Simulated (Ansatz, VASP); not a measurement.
ZnS in VASP and in Ansatz

Contents of INCAR:

```
PREC = Accurate
ENCUT = 500
EDIFF = 1E-6
ISMEAR = 0
SIGMA = 0.1
LREAL = F
LASPH = T
NELM = 120
ALGO = Normal
ISIF = 2
LWAVE = F
LCHARG = F
GGA = PE
NBANDS = 16
GGA_COMPAT = F
```

KPOINTS

```
Automatic mesh
0
Gamma
  6 6 6
```

The input POSCAR:

```
ZnS
1.0
    0.0000000000      2.3985458937      2.3985458937
    2.3985458937      0.0000000000      2.3985458937
    2.3985458937      2.3985458937      0.0000000000
Zn S
1 1
Direct
    0.0000000000      0.0000000000      0.0000000000
    0.2500000000      0.2500000000      0.2500000000
```

Input for Ansatz:

```yaml
crystal:
  lattice:
    - [0.0, 2.3985458937, 2.3985458937]
    - [2.3985458937, 0.0, 2.3985458937]
    - [2.3985458937, 2.3985458937, 0.0]
  atoms:
    - { symbol: Zn, position: [0.0, 0.0, 0.0] }
    - { symbol: S, position: [0.25, 0.25, 0.25] }
basis:
  ecutwfc: 420
kpoints:
  mp_grid: { grid: [6, 6, 6] }
hamiltonian:
  xc: pbe
scf:
  occupations: { method: gaussian, width: 0.1 }
  n_extra_bands: 3
  mixing: { algorithm: msr1, ndim: 1, preconditioner: kerker_dos }
  initial_density: { chi_scale: 0, normalization: atom }
  max_iter: 64
output:
  forces: true
  stress: true
  eigenvalues: true
```

Alike in both runs: task single point; functional PBE; k mesh 6 × 6 × 6; occupations gaussian, width 0.1 eV; no spin polarisation.

|  | VASP | Ansatz |
| --- | --- | --- |
| version | VASP 6.6.1 | Ansatz 0.2.0 |
| potentials or method | VASP PAW PBE potentials, release 64 (Zn, S), cutoff 500 eV | scalar-relativistic, plane waves, PAW |
| valence electrons in the cell | 18 | 18 |

```csv
,VASP,Ansatz,Ansatz less VASP
gap on the k mesh at the Fermi level (eV),2.36,2.35,-0.011
least direct gap on the mesh (eV),3.81,3.76,-0.052
```

The functional is the same, so the differences come from potentials, cutoffs and numerics.
